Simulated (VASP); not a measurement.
CuO2:

```
Cu O
1.0
     1.42674   -5.26285    0.00000
     1.42674    5.26285    0.00000
     0.00000    0.00000    4.34342
Cu O
2 4
Direct
  0.16725 0.83275 0.75000
  0.83275 0.16725 0.25000
  0.78897 0.21103 0.75000
  0.21103 0.78897 0.25000
  0.55149 0.44851 0.75000
  0.44851 0.55149 0.25000
```

Base run:

```yaml
Program: VASP 6.6.1
Functional: PBEsol
Potentials_or_basis: VASP PAW PBE potentials, release 64 (Cu, O)
Cutoff: 520 eV
k_mesh: 8 × 8 × 5
Occupations: fermi-dirac, width 0.05 eV
Spin: no spin polarisation
```

Its results: band gap on the k mesh zero (band 23 reaches 2.33 eV, above the bottom of band 24 at 2.05 eV); pressure -10.9 GPa; largest force 0.659 eV/Å.

**Question.** The run is repeated on the same cell with these changes: potentials or basis from VASP PAW PBE potentials, release 64 (Cu, O) to VASP PAW PBE potentials, release 64 (Cu_sv_GW, O); cutoff from 520 eV to 700 eV; further incar settings from ALGO = Normal; EDIFF = 1e-06; NBANDS = 32 to ALGO = Normal; EDIFF = 1e-06; NBANDS = 40; valence electrons from 46 to 62. What comes out?

**Answer.** Band gap on the k mesh zero (band 31 reaches 2.37 eV, above the bottom of band 32 at 2.11 eV); pressure -13.2 GPa; largest force 0.714 eV/Å.

Caveats: the PAW data sets were made with another functional, which shifts forces and pressure a little; semilocal functionals often make such compounds metallic where correlation or magnetic order opens a gap, which also shifts bond lengths.
